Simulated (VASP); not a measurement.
# SiO2 (P4_2/mnm) in VASP: further runs, part 2 of 2

VASP 6.6.1. The steps go on from the part before.

## Step 4: Single point, LDA

This run uses another cell than the first one, of 8.11 Å³/atom.

Input file INCAR:

```
PREC = Accurate
ENCUT = 520
EDIFF = 1E-7
ISMEAR = 0
SIGMA = 0.05
LREAL = F
LASPH = T
NELM = 60
ALGO = Normal
ISIF = 2
LWAVE = F
LCHARG = F
NBANDS = 25
```

Input file KPOINTS:

```
Automatic mesh
0
Gamma
  6 6 8
```

Input file POSCAR:

```
SiO2
1.0
    4.1302000000      0.0000000000      0.0000000000
    0.0000000000      4.1302000000      0.0000000000
    0.0000000000      0.0000000000      2.8529000000
Si O
2 4
Direct
    0.5000000000      0.5000000000      0.5000000000
    0.0000000000      0.0000000000      0.0000000000
    0.6944252994      0.6944252994      0.0000000000
    0.1944252994      0.8055747006      0.5000000000
    0.3055747006      0.3055747006      0.0000000000
    0.8055747006      0.1944252994      0.5000000000
```

Potentials or basis: VASP PAW LDA potentials, release 64 (Si, O).

On the command line:

```bash
cat potpaw_LDA.64/Si/POTCAR potpaw_LDA.64/O/POTCAR > POTCAR
mpirun -np 1 vasp_std > vasp.out
```

OUTCAR:

```text
PREC = Accurate
   ENCUT = 520
   EDIFF = 1E-7
   ISMEAR = 0
   LREAL = F
   LASPH = T
   NELM = 60
   ISIF = 2

 ion  position               nearest neighbor table
   1  0.500  0.500  0.500-   4 1.78   6 1.78   5 1.82   3 1.82   3 1.82   5 1.82
   2  0.000  0.000  0.000-   3 1.78   5 1.78   4 1.82   6 1.82   4 1.82   6 1.82
   3  0.694  0.694  0.000-   2 1.78   1 1.82   1 1.82
   4  0.194  0.806  0.500-   1 1.78   2 1.82   2 1.82
   5  0.306  0.306  0.000-   2 1.78   1 1.82   1 1.82
   6  0.806  0.194  0.500-   1 1.78   2 1.82   2 1.82

[... 881 lines left out ...]
  -------------------------------------------------------------------------------------
  Total       -2.2906623     -2.2906623    -11.9142589      0.0000000      0.0000000      0.0000000
  in kB      -75.4124290    -75.4124290   -392.2373104      0.0000000      0.0000000      0.0000000
  external PRESSURE =    -181.0207228 kB  Pullay stress =       0.0000000 kB

 VOLUME and BASIS-vectors are now :
 -----------------------------------------------------------------------------
  energy-cutoff  :      520.00
  volume of cell :       48.67
      direct lattice vectors                 reciprocal lattice vectors
     4.130200000  0.000000000  0.000000000     0.242119026  0.000000000  0.000000000
     0.000000000  4.130200000  0.000000000     0.000000000  0.242119026  0.000000000
     0.000000000  0.000000000  2.852900000     0.000000000  0.000000000  0.350520523

 POSITION                                       TOTAL-FORCE (eV/Angst)
 -----------------------------------------------------------------------------------
      2.06510      2.06510      1.42645         0.000000      0.000000      0.000000
      0.00000      0.00000      0.00000         0.000000      0.000000      0.000000
      2.86812      2.86812      0.00000         0.142054      0.142054      0.000000
      0.80302      3.32718      1.42645         0.142054     -0.142054      0.000000
      1.26208      1.26208      0.00000        -0.142054     -0.142054     -0.000000
      3.32718      0.80302      1.42645        -0.142054      0.142054      0.000000
 -----------------------------------------------------------------------------------
    total drift:                                0.000000      0.000000     -0.000000

  FREE ENERGIE OF THE ION-ELECTRON SYSTEM (eV)
  ---------------------------------------------------
  free  energy   TOTEN  =       -51.5689295642 eV

  energy  without entropy=      -51.5689295642  energy(sigma->0) =      -51.56892956
```

OSZICAR:

```text
N       E                     dE             d eps       ncg     rms          rms(c)
DAV:   1     0.120438564758E+03    0.12044E+03   -0.17370E+04  2508   0.123E+03
DAV:   2    -0.499781606924E+02   -0.17042E+03   -0.16249E+03  3120   0.272E+02
DAV:   3    -0.563897588144E+02   -0.64116E+01   -0.63829E+01  3337   0.505E+01
DAV:   4    -0.564312684210E+02   -0.41510E-01   -0.41494E-01  2934   0.471E+00
DAV:   5    -0.564316214961E+02   -0.35308E-03   -0.35302E-03  3338   0.412E-01    0.167E+01
DAV:   6    -0.516481073553E+02    0.47835E+01   -0.13559E+01  3122   0.244E+01    0.786E+00
DAV:   7    -0.516092487246E+02    0.38859E-01   -0.63823E-01  3080   0.465E+00    0.283E+00
DAV:   8    -0.515753801053E+02    0.33869E-01   -0.26299E-02  3162   0.137E+00    0.105E+00
DAV:   9    -0.515689208126E+02    0.64593E-02   -0.52884E-03  3088   0.612E-01    0.214E-01
DAV:  10    -0.515689432324E+02   -0.22420E-04   -0.35460E-04  3211   0.130E-01    0.718E-02
DAV:  11    -0.515689300572E+02    0.13175E-04   -0.34197E-05  3131   0.432E-02    0.239E-02
DAV:  12    -0.515689296076E+02    0.44952E-06   -0.26883E-06  3051   0.114E-02    0.339E-03
DAV:  13    -0.515689295642E+02    0.43453E-07   -0.19701E-07  2516   0.298E-03
   1 F= -.51568930E+02 E0= -.51568930E+02  d E =-.952002E-15
```

stdout:

```text
POSCAR found type information on POSCAR SiO
 POSCAR found :  2 types and       6 ions
 scaLAPACK will be used
 LDA part: xc-table for (Slater(with rela. corr.)+CA(PZ))
 , standard interpolation
 POSCAR, INCAR and KPOINTS ok, starting setup
 FFT: planning ... GRIDC
 FFT: planning ... GRID_SOFT
 FFT: planning ... GRID
 WAVECAR not read
 entering main loop
```

It took 55 s on 1 thread of Intel Xeon 8259CL, shared host; peak memory 0.17 GiB.

Results:

```yaml
Free_energy: -51.5689 eV
Pressure: -18.1 GPa
Largest_force: 0.201 eV/Å
Band_gap_on_the_k_mesh: 4.51 eV
```

Forces on the atoms (eV/Å):
```
Si   0.000  0.000  0.000
Si   0.000  0.000  0.000
O    0.142  0.142  0.000
O    0.142 -0.142  0.000
O   -0.142 -0.142  0.000
O   -0.142  0.142  0.000
```

Stress tensor (GPa, compression positive):
```
 -7.54   0.00   0.00
  0.00  -7.54   0.00
  0.00   0.00 -39.22
```

Caveat: the cell stands under tension. A k mesh can miss the band edges.

## Step 5: Single point, LDA

This run uses another cell than the first one, of 8.07 Å³/atom.

Input file INCAR:

```
SYSTEM = SiO2
  PREC = Accurate
  ENCUT = 520
  EDIFF = 1E-6
  ISMEAR = 0
  SIGMA = 0.05
  LREAL = .FALSE.
  LASPH = .TRUE.
  NELM = 100
  ALGO = Normal
  ISIF = 2
  LWAVE = .FALSE.
  LCHARG = .FALSE.
  NBANDS = 25
```

Input file KPOINTS:

```
regular mesh
0
G
  6 6 8
  0 0 0
```

POSCAR: that of step 4 with these lines changed.

```diff
@@ -2,5 +2,5 @@
 1.0
-    4.1302000000      0.0000000000      0.0000000000
-    0.0000000000      4.1302000000      0.0000000000
-    0.0000000000      0.0000000000      2.8529000000
+    4.0305000000      0.0000000000      0.0000000000
+    0.0000000000      4.0305000000      0.0000000000
+    0.0000000000      0.0000000000      2.9807000000
 Si O
```

Potentials or basis: VASP PAW LDA potentials, release 64 (Si, O).

On the command line:

```bash
cat potpaw_LDA.64/Si/POTCAR potpaw_LDA.64/O/POTCAR > POTCAR
mpirun -np 1 vasp_std > vasp.out
```

OUTCAR:

```text
SYSTEM = SiO2
   PREC = Accurate
   ENCUT = 520
   EDIFF = 1E-6
   ISMEAR = 0
   LREAL = .FALSE.
   LASPH = .TRUE.
   NELM = 100
   ISIF = 2

 ion  position               nearest neighbor table
   1  0.500  0.500  0.500-   4 1.74   6 1.74   5 1.86   3 1.86   3 1.86   5 1.86
   2  0.000  0.000  0.000-   3 1.74   5 1.74   4 1.86   6 1.86   4 1.86   6 1.86
   3  0.694  0.694  0.000-   2 1.74   1 1.86   1 1.86
   4  0.194  0.806  0.500-   1 1.74   2 1.86   2 1.86
   5  0.306  0.306  0.000-   2 1.74   1 1.86   1 1.86
   6  0.806  0.194  0.500-   1 1.74   2 1.86   2 1.86

  LATTYP: Found a simple tetragonal cell.
 ALAT       =     4.0305000000
 C/A-ratio  =     0.7395360377

  Lattice vectors:

 A1 = (   4.0305000000,   0.0000000000,   0.0000000000)
 A2 = (   0.0000000000,   4.0305000000,   0.0000000000)
 A3 = (   0.0000000000,   0.0000000000,   2.9807000000)

Analysis of symmetry for initial positions (statically):
=====================================================================
 Subroutine PRICEL returns:
 Original cell was already a primitive cell.
[... 177 lines left out ...]
  free energy    TOTEN  =       -51.00382049 eV

  energy without entropy =      -51.00382049  energy(sigma->0) =      -51.00382049

 E-fermi :   7.7379     XC(G=0): -12.5799

 val. band max:        7.5251981980   @ k =   0.0000   0.0000   0.0000
 cond. band min:      11.8764517202   @ k =   0.0000   0.0000   0.0000
 fundamental gap:      4.3512535222
 Fermi energy:         7.7379472037

 k-point     1 :       0.0000    0.0000    0.0000
  band No.  band energies     occupation
      1     -14.1752      2.00000
      2     -10.3614      2.00000
      3     -10.3614      2.00000
      4      -9.9316      2.00000
      5      -2.9901      2.00000
      6       1.0247      2.00000
[... 661 lines left out ...]
     24      19.7277      0.00000
     25      21.0010      0.00000

 [... further k-points ...]
[... 5 lines left out ...]
  --------------------------------------------------------------------------------------
  -------------------------------------------------------------------------------------
  Total        0.4636484      0.4636484    -15.6981448     -0.0000000      0.0000000      0.0000000
  in kB       15.3413389     15.3413389   -519.4249343     -0.0000000      0.0000000      0.0000000
  external PRESSURE =    -162.9140855 kB  Pullay stress =       0.0000000 kB

 VOLUME and BASIS-vectors are now :
 -----------------------------------------------------------------------------
  energy-cutoff  :      520.00
  volume of cell :       48.42
      direct lattice vectors                 reciprocal lattice vectors
     4.030500000  0.000000000  0.000000000     0.248108175  0.000000000  0.000000000
     0.000000000  4.030500000  0.000000000     0.000000000  0.248108175  0.000000000
     0.000000000  0.000000000  2.980700000     0.000000000  0.000000000  0.335491663

 POSITION                                       TOTAL-FORCE (eV/Angst)
 -----------------------------------------------------------------------------------
      2.01525      2.01525      1.49035        -0.000000      0.000000     -0.000000
      0.00000      0.00000      0.00000        -0.000000      0.000000     -0.000000
      2.79888      2.79888      0.00000         0.425903      0.425903     -0.000000
      0.78363      3.24687      1.49035         0.425903     -0.425903     -0.000000
      1.23162      1.23162      0.00000        -0.425903     -0.425903      0.000000
      3.24687      0.78363      1.49035        -0.425903      0.425903     -0.000000
 -----------------------------------------------------------------------------------
    total drift:                               -0.000000      0.000000      0.000000

  FREE ENERGIE OF THE ION-ELECTRON SYSTEM (eV)
  ---------------------------------------------------
  free  energy   TOTEN  =       -51.0038204943 eV

  energy  without entropy=      -51.0038204943  energy(sigma->0) =      -51.00382049
```

It took 68 s on 1 thread of Intel Xeon 8259CL, shared host; peak memory 0.16 GiB.

What came out:

* Free energy: -51.0038 eV
* Pressure: -16.3 GPa
* Largest force: 0.602 eV/Å
* Band gap on the k mesh: 4.35 eV

Forces on the atoms (eV/Å):
```
Si   0.000  0.000  0.000
Si   0.000  0.000  0.000
O    0.426  0.426  0.000
O    0.426 -0.426  0.000
O   -0.426 -0.426  0.000
O   -0.426  0.426  0.000
```

Stress tensor (GPa, compression positive):
```
  1.53   0.00   0.00
  0.00   1.53   0.00
  0.00   0.00 -51.94
```

Levels at points of the mesh, in eV from the valence-band top:
```
           k point  band 13  band 14  band 15  band 16  band 17  band 18  band 19  band 20
(0.00, 0.00, 0.00)    -2.60    -0.60    -0.60     0.00     4.35     4.68     6.31     6.31
(0.50, 0.00, 0.00)    -2.72    -2.72    -0.82    -0.82     6.21     6.21     7.18     7.18
(0.50, 0.50, 0.00)    -2.95    -2.95    -1.51    -1.51     5.87     5.87     8.45     8.45
(0.00, 0.00, 0.50)    -3.17    -3.17    -2.22    -2.22     8.64     8.64    11.54    11.54
(0.50, 0.00, 0.50)    -1.70    -1.70    -1.36    -1.36     8.53     8.53    10.66    10.66
(0.50, 0.50, 0.50)    -1.13    -1.13    -1.11    -1.11     6.98     6.98    11.19    11.19
```

Caveat: the cell stands under tension.

## Step 6: Single point, LDA

This run uses another cell than the first one, of 8.12 Å³/atom.

Input file INCAR:

```
SYSTEM = SiO2
ALGO = Normal ; EDIFF = 1E-6
ENCUT = 520 ; ISIF = 2
ISMEAR = 0 ; LASPH = .TRUE.
LCHARG = .TRUE. ; LELF = .TRUE.
LREAL = .FALSE. ; LVHAR = .TRUE.
LWAVE = .FALSE. ; NBANDS = 25
NELM = 100 ; PREC = Accurate
SIGMA = 0.05
```

Input file KPOINTS:

```
k-points
0
G
  6 6 8
  0 0 0
```

POSCAR: that of step 5 with these lines changed.

```diff
@@ -2,5 +2,5 @@
 1.0
-    4.0305000000      0.0000000000      0.0000000000
-    0.0000000000      4.0305000000      0.0000000000
-    0.0000000000      0.0000000000      2.9807000000
+    4.2798000000      0.0000000000      0.0000000000
+    0.0000000000      4.2798000000      0.0000000000
+    0.0000000000      0.0000000000      2.6613102772
 Si O
```

Potentials or basis: VASP PAW LDA potentials, release 64 (Si, O).

On the command line:

```bash
cat potpaw_LDA.64/Si/POTCAR potpaw_LDA.64/O/POTCAR > POTCAR
mpirun -np 1 vasp_std > vasp.out
```

It took 54 s on 1 thread of Intel Xeon 8259CL, shared host; peak memory 0.16 GiB.

It converged, with:

```
Free energy            : -51.8091 eV
Pressure               : -15.4 GPa
Largest force          : 0.552 eV/Å
Band gap on the k mesh : 4.86 eV
```

Forces on the atoms (eV/Å):
```
Si   0.000  0.000  0.000
Si   0.000  0.000  0.000
O   -0.390 -0.390  0.000
O   -0.390  0.390  0.000
O    0.390  0.390  0.000
O    0.390 -0.390  0.000
```

Stress tensor (GPa, compression positive):
```
-18.83   0.00   0.00
  0.00 -18.83   0.00
  0.00   0.00  -8.57
```

Levels at points of the mesh, in eV from the valence-band top:
```
           k point  band 12  band 13  band 14  band 15  band 16  band 17  band 18  band 19  band 20  band 21
(0.00, 0.00, 0.00)    -2.91    -2.37    -0.90    -0.90     0.00     4.86     6.67     8.26     8.26    10.50
(0.50, 0.00, 0.00)    -3.77    -2.51    -2.51    -1.06    -1.06     7.19     7.19     8.86     8.86    10.27
(0.50, 0.50, 0.00)    -3.02    -2.57    -2.57    -2.25    -2.25     6.95     6.95     9.72     9.72    12.11
(0.00, 0.00, 0.50)    -4.60    -2.87    -2.87    -2.56    -2.56     8.22     8.22    11.78    11.78    11.90
(0.50, 0.00, 0.50)    -3.88    -2.26    -2.26    -1.69    -1.69     8.00     8.00     8.97     8.97    11.74
(0.50, 0.50, 0.50)    -4.49    -1.76    -1.76    -1.48    -1.48     6.36     6.36    10.32    10.32    11.08
```

Caveat: the cell stands under tension. A k mesh can miss the band edges.

## Step 7: Overview

| cell | gap on the mesh (eV) | pressure (GPa) | largest force (eV/Å) |
| --- | --- | --- | --- |
| a = 4.255, b = 4.255, c = 2.470 Å, 6 atoms | 6.46 | 18.0 | 0.22 |
| a = 4.055, b = 4.055, c = 2.917 Å, 6 atoms | 4.60 | -14.2 | 0.47 |
| a = 4.130, b = 4.130, c = 2.853 Å, 6 atoms | 4.51 | -18.1 | 0.20 |
| a = 4.030, b = 4.030, c = 2.981 Å, 6 atoms | 4.35 | -16.3 | 0.60 |
| a = 4.280, b = 4.280, c = 2.661 Å, 6 atoms | 4.86 | -15.4 | 0.55 |

Alike in all rows: task single point; level LDA; potentials or basis VASP PAW LDA potentials, release 64 (Si, O); no spin polarisation; k mesh 6 × 6 × 8; cutoff (eV) 520; smearing gaussian 0.05 eV.

Caveats: the cell stands under tension (at least some runs); the cell stands under pressure (at least some runs).

Total energies depend on the potentials used, so only differences within one code and one set of settings carry meaning.
